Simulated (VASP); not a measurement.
# Ru5F in VASP: a series of runs

Ru5F is run at these levels: PBE; tasks: single point.

Everything below comes from runs of VASP 6.6.1. Logs are shortened: lines on timing, memory, paths and dates and some standing lists are left out, and cuts for length are marked.

## (1) The cell of the first run

The cell holds a slab with vacuum, 6 atoms: a = 2.720 Å, b = 2.720 Å, c = 24.036 Å, α = 90.00°, β = 90.00°, γ = 120.00°.

## (2) Single point, PBE

File INCAR:

```
ALGO = Fast
DIPOL = 0.5 0.5 0.385
EDIFF = 1E-7
ENCUT = 520
GGA = PE
IDIPOL = 3
ISIF = 2
ISMEAR = 0
LASPH = True
LCHARG = False
LDIPOL = True
LREAL = False
LWAVE = False
NBANDS = 48
NELM = 60
PREC = Accurate
SIGMA = 0.1
```

File KPOINTS:

```
k-points
0
Gamma
  12 12 1
```

File POSCAR:

```
Ru5F
1.0
    2.7197977465      0.0000000000      0.0000000000
   -1.3598988732      2.3554139416      0.0000000000
    0.0000000000      0.0000000000     24.0359895925
Ru F
5 1
Direct
    0.6666666667      0.3333333333      0.1664171132
    0.3333333333      0.6666666667      0.2557968275
    0.6666666667      0.3333333333      0.3452060919
    0.3333333333      0.6666666667      0.4352311869
    0.6666666667      0.3333333333      0.5215507997
    0.6666666667      0.8333333334      0.5879176464
```

Potentials or basis: VASP PAW PBE potentials, release 64 (Ru_pv, F).

On the command line:

```bash
$ cat potpaw_PBE.64/Ru_pv/POTCAR potpaw_PBE.64/F/POTCAR > POTCAR
$ mpirun -np 1 vasp_std > vasp.out
```

OUTCAR:

```text
EDIFF = 1E-7
   ENCUT = 520
   GGA = PE
   ISIF = 2
   ISMEAR = 0
   LASPH = True
   LREAL = False
   NELM = 60
   PREC = Accurate

 ion  position               nearest neighbor table
   1  0.667  0.333  0.166-   2 2.66   2 2.66   2 2.66
   2  0.333  0.667  0.256-   1 2.66   1 2.66   1 2.66   3 2.66   3 2.66   3 2.66
   3  0.667  0.333  0.345-   2 2.66   2 2.66   2 2.66   4 2.67   4 2.67   4 2.67
   4  0.333  0.667  0.435-   5 2.60   5 2.60   5 2.60   3 2.67   3 2.67   3 2.67
   5  0.667  0.333  0.522-   6 2.10   6 2.10   4 2.60   4 2.60   4 2.60
   6  0.667  0.833  0.588-   5 2.10   5 2.10

  LATTYP: Found a hexagonal cell.
 ALAT       =     2.7197977465
 C/A-ratio  =     8.8374180115

  Lattice vectors:

 A1 = (   2.7197977465,   0.0000000000,   0.0000000000)
 A2 = (  -1.3598988732,   2.3554139416,   0.0000000000)
 A3 = (   0.0000000000,   0.0000000000,  24.0359895925)

Analysis of symmetry for initial positions (statically):
=====================================================================
 Subroutine PRICEL returns:
 Original cell was already a primitive cell.

 Routine SETGRP: Setting up the symmetry group for a
 hexagonal supercell.

 Subroutine GETGRP returns: Found  2 space group operations
 (whereof  2 operations were pure point group operations)
 out of a pool of 24 trial point group operations.

The static configuration has the point symmetry C_1h.

Analysis of symmetry for dynamics (positions and initial velocities):
=====================================================================
 Subroutine PRICEL returns:
 Original cell was already a primitive cell.

 Routine SETGRP: Setting up the symmetry group for a
 hexagonal supercell.

 Subroutine GETGRP returns: Found  2 space group operations
 (whereof  2 operations were pure point group operations)
 out of a pool of 24 trial point group operations.

The dynamic configuration has the point symmetry C_1h.

 Subroutine INISYM returns: Found  2 space group operations
 (whereof  2 operations are pure point group operations),
 and found     1 'primitive' translations

----------------------------------------------------------------------------------------

                                     Primitive cell

  volume of cell :     153.9805

  direct lattice vectors                    reciprocal lattice vectors
     2.719797746  0.000000000  0.000000000     0.367674398  0.212276913  0.000000000
    -1.359898873  2.355413942  0.000000000     0.000000000  0.424553826  0.000000000
     0.000000000  0.000000000 24.035989592     0.000000000  0.000000000  0.041604278

  length of vectors
     2.719797746  2.719797746 24.035989592     0.424553826  0.424553826  0.041604278

  position of ions in fractional coordinates (direct lattice)
     0.666666667  0.333333333  0.166417113
     0.333333333  0.666666667  0.255796827
     0.666666667  0.333333333  0.345206092
     0.333333333  0.666666667  0.435231187
     0.666666667  0.333333333  0.521550800
     0.666666667  0.833333333  0.587917646

  ion indices of the primitive-cell ions
   primitive index   ion index
                 1           1
                 2           2
                 3           3
                 4           4
                 5           5
                 6           6

----------------------------------------------------------------------------------------

 KPOINTS: k-points

Automatic generation of k-mesh.
 Grid dimensions read from file:
 generate k-points for:   12   12    1

 Generating k-lattice:

  Cartesian coordinates                     Fractional coordinates (reciprocal lattice)
     0.030639533  0.017689743  0.000000000     0.083333333 -0.000000000  0.000000000
     0.000000000  0.035379485  0.000000000     0.000000000  0.083333333  0.000000000
     0.000000000  0.000000000  0.041604278     0.000000000  0.000000000  1.000000000

  Length of vectors
     0.035379485  0.035379485  0.041604278

  Shift w.r.t. Gamma in fractional coordinates (k-lattice)
     0.000000000  0.000000000  0.000000000

 Subroutine IBZKPT returns following result:
 ===========================================

 Found     43 irreducible k-points:

 Following reciprocal coordinates:
            Coordinates               Weight
  0.000000  0.000000  0.000000      1.000000
  0.083333 -0.000000  0.000000      2.000000
  0.000000  0.083333  0.000000      4.000000
  0.166667  0.000000  0.000000      2.000000
  0.000000  0.166667  0.000000      4.000000
  0.250000 -0.000000  0.000000      2.000000
[... 16 lines left out ...]
 -0.083333  0.416667  0.000000      4.000000
 -0.416667  0.333333  0.000000      4.000000
 [... further k-points ...]
   k-points           NKPTS =     43   k-points in BZ     NKDIM =     43   number of bands    NBANDS=     48
   number of dos      NEDOS =    301   number of ions     NIONS =      6
   total plane-waves  NPLWV =  72000
   dimension x,y,z NGX =    20 NGY =   20 NGZ =  180
   dimension x,y,z NGXF=    40 NGYF=   40 NGZF=  360
   ions per type =               5   1
   NGX,Y,Z   is equivalent  to a cutoff of  12.22, 12.22, 12.45 a.u.
   NGXF,Y,Z  is equivalent  to a cutoff of  24.45, 24.45, 24.90 a.u.
 SYSTEM =  unknown system
   PREC   = accura    normal or accurate (medium, high low for compatibility)
   ISTART =      0    job   : 0-new  1-cont  2-samecut
   ICHARG =      2    charge: 1-file 2-atom 10-const
   ISPIN  =      1    spin polarized calculation?
   LNONCOLLINEAR =      F non collinear calculations
   LSORBIT =      F    spin-orbit coupling
   LASPH  =      T    aspherical Exc in radial PAW
   ENCUT  =  520.0 eV  38.22 Ry    6.18 a.u.   5.06  5.06 44.69*2*pi/ulx,y,z
   NELM   =     60;   NELMIN=  2; NELMDL= -5     # of ELM steps
   EDIFF  = 0.1E-06   stopping-criterion for ELM
   LREAL  =      F    real-space projection
   EDIFFG = 0.1E-05   stopping-criterion for IOM
   NSW    =      0    number of steps for IOM
   IBRION =     -1    ionic relax: 0-MD 1-quasi-New 2-CG
   NFREE  =      0    steps in history (QN), initial steepest desc. (CG)
   ISIF   =      2    stress and relaxation
   ISYM   =      2    0-nonsym 1-usesym 2-fastsym
   POTIM  = 0.5000    time-step for ionic-motion
   TEBEG  =    0.0;   TEEND  =   0.0 temperature during run
   PSTRESS=    0.0 pullay stress
   NELECT =      77.0000    total number of electrons
   NUPDOWN=      -1.0000    fix difference up-down
   EMIN   =  10.00;   EMAX   =-10.00  energy-range for DOS
   EFERMI =   0.00;   METHOD = LEGACY
   ISMEAR =     0;   SIGMA  =   0.10  broadening in eV -4-tet -1-fermi 0-gaus
   EFERMI_NEDOS =   21; number of points for ismear=-14 and -15
   IALGO  =     68    algorithm
   IMIX   =      4    mixing-type and parameters
     AMIX     =   0.40;   BMIX     =  1.00
     AMIX_MAG =   1.60;   BMIX_MAG =  1.00
  volume/ion in A,a.u.               =      25.66       173.19
  Fermi-wavevector in a.u.,A,eV,Ry     =   1.299421  2.455549 22.973358  1.688494
  Thomas-Fermi vector in A             =   2.430686
   LORBIT       =      0    0 simple, 1 ext, 2 COOP (PROOUT), +10 PAW based schemes
   GGA     = PE    functional components
   LHFCALC =     F    Hartree Fock is set to
   AEXX    =    0.0000 exact exchange contribution
   IVDW    =     0    specifies the selected vdW correction
   LEPSILON=     F    determine dielectric tensor
   LRPA    =     F    only Hartree local field effects (RPA)
 non-spin polarized calculation
 RMM-DIIS sequential band-by-band and
 Gauss-broadening in eV      SIGMA  =   0.10
  energy-cutoff  :      520.00
  volume of cell :      153.98
 maximum number of plane-waves:      4185
   NGX = 11   NGY = 11   NGZ = 89

 dipolmoment           0.000000      0.000000     -0.165062 electrons x Angstroem

 number of electron      77.0000016 magnetization

 dipolmoment           0.000000      0.000000      0.091353 electrons x Angstroem

 Free energy of the ion-electron system (eV)
  ---------------------------------------------------
  ext. energy  EPLUGINS =         0.00000000
  ---------------------------------------------------
  free energy    TOTEN  =       -48.32489589 eV

  energy without entropy =      -48.29745402  energy(sigma->0) =      -48.31117496

 E-fermi :   2.5489     XC(G=0):  -7.5244

 val. band max:        2.5472498550   @ k =   0.0000   0.0833   0.0000
 cond. band min:       2.5492814917   @ k =  -0.1667  -0.4167   0.0000
 fundamental gap:      0.0020316367
 Fermi energy:         2.5488880899

 k-point     1 :       0.0000    0.0000    0.0000
  band No.  band energies     occupation
      1     -41.1991      2.00000
      2     -40.9558      2.00000
      3     -40.5967      2.00000
      4     -40.5125      2.00000
      5     -40.2920      2.00000
      6     -40.2780      2.00000
[... 40 lines left out ...]
     47       3.6012      0.00000
     48       3.6293      0.00000

 k-point     2 :       0.0833   -0.0000    0.0000
  band No.  band energies     occupation
      1     -41.1821      2.00000
      2     -40.9453      2.00000
      3     -40.6092      2.00000
      4     -40.5248      2.00000
      5     -40.3434      2.00000
      6     -40.3094      2.00000
[... 40 lines left out ...]
     47       3.8716      0.00000
     48       4.0070      0.00000

 k-point     3 :       0.0000    0.0833    0.0000
  band No.  band energies     occupation
      1     -41.1820      2.00000
      2     -40.9450      2.00000
      3     -40.6183      2.00000
      4     -40.5421      2.00000
      5     -40.3375      2.00000
      6     -40.3080      2.00000
[... 40 lines left out ...]
     47       3.7114      0.00000
     48       4.1029      0.00000

 k-point     4 :       0.1667    0.0000    0.0000
  band No.  band energies     occupation
      1     -41.1362      2.00000
      2     -40.9195      2.00000
      3     -40.6610      2.00000
      4     -40.5582      2.00000
      5     -40.4778      2.00000
      6     -40.4035      2.00000
[... 958 lines left out ...]
     47       5.4756      0.00000
     48       7.3784      0.00000

 k-point    23 :      -0.0833    0.4167    0.0000
  band No.  band energies     occupation
      1     -41.1541      2.00000
      2     -41.0430      2.00000
      3     -40.9401      2.00000
      4     -40.8580      2.00000
      5     -40.7610      2.00000
      6     -40.6160      2.00000
[... 40 lines left out ...]
     47       5.8139      0.00000
     48       7.6341      0.00000

 k-point    24 :      -0.4167    0.3333    0.0000
  band No.  band energies     occupation
      1     -41.1225      2.00000
      2     -41.0485      2.00000
      3     -40.9356      2.00000
      4     -40.8578      2.00000
      5     -40.7450      2.00000
      6     -40.6188      2.00000
[... 40 lines left out ...]
     47       5.6403      0.00000
     48       7.4985      0.00000

 [... further k-points ...]

------------------------ aborting loop because EDIFF is reached ----------------------------------------

 vacuum level on the upper side and lower side of the slab       (xc-potential included)         1.120        -1.414

  FORCE on cell =-STRESS in cart. coord.  units (eV):
  Direction    XX          YY          ZZ          XY          YZ          ZX
  --------------------------------------------------------------------------------------
  -------------------------------------------------------------------------------------
  Total       -0.7102029     -1.4914542     -1.4296750      0.6765835      0.4851764      0.8403500
  in kB       -7.3897066    -15.5186758    -14.8758589      7.0398938      5.0482909      8.7438945
  external PRESSURE =     -12.5947471 kB  Pullay stress =       0.0000000 kB

 VOLUME and BASIS-vectors are now :
 -----------------------------------------------------------------------------
  energy-cutoff  :      520.00
  volume of cell :      153.98
      direct lattice vectors                 reciprocal lattice vectors
     2.719797746  0.000000000  0.000000000     0.367674398  0.212276913  0.000000000
    -1.359898873  2.355413942  0.000000000     0.000000000  0.424553826  0.000000000
     0.000000000  0.000000000 24.035989592     0.000000000  0.000000000  0.041604278

 POSITION                                       TOTAL-FORCE (eV/Angst)
 -----------------------------------------------------------------------------------
      1.35990      0.78514      4.00000        -0.003780     -0.002182      0.830463
     -0.00000      1.57028      6.14833        -0.007772     -0.004487     -0.790624
      1.35990      0.78514      8.29737        -0.077085     -0.044505     -0.163823
     -0.00000      1.57028     10.46121        -0.117432     -0.067800      0.030969
      1.35990      0.78514     12.53599         0.087735      0.050654      0.045912
      0.67995      1.96284     14.13118         0.118334      0.068320      0.047102
 -----------------------------------------------------------------------------------
    total drift:                                0.000006      0.000005     -0.000854

  FREE ENERGIE OF THE ION-ELECTRON SYSTEM (eV)
  ---------------------------------------------------
  free  energy   TOTEN  =       -48.3248958879 eV

  energy  without entropy=      -48.2974540222  energy(sigma->0) =      -48.31117496

 vacuum level on the upper side and lower side of the slab        10.079         7.475
```

Wall time 13 min (1 thread of Oxide Virtual Turin-like, shared host); peak memory 0.36 GiB.

What came out:

| Quantity | Value |
| --- | --- |
| Free energy | -48.3249 eV |
| Largest force | 0.830 eV/Å |
| Band gap on the k mesh | zero (an odd number of electrons rules out a gap without spin polarisation) |

Forces in eV/Å, atoms in the order of the input:
```
Ru  -0.004 -0.002  0.830
Ru  -0.008 -0.004 -0.791
Ru  -0.077 -0.045 -0.164
Ru  -0.117 -0.068  0.031
Ru   0.088  0.051  0.046
F    0.118  0.068  0.047
```

(Part 1 of 2 ends here.)
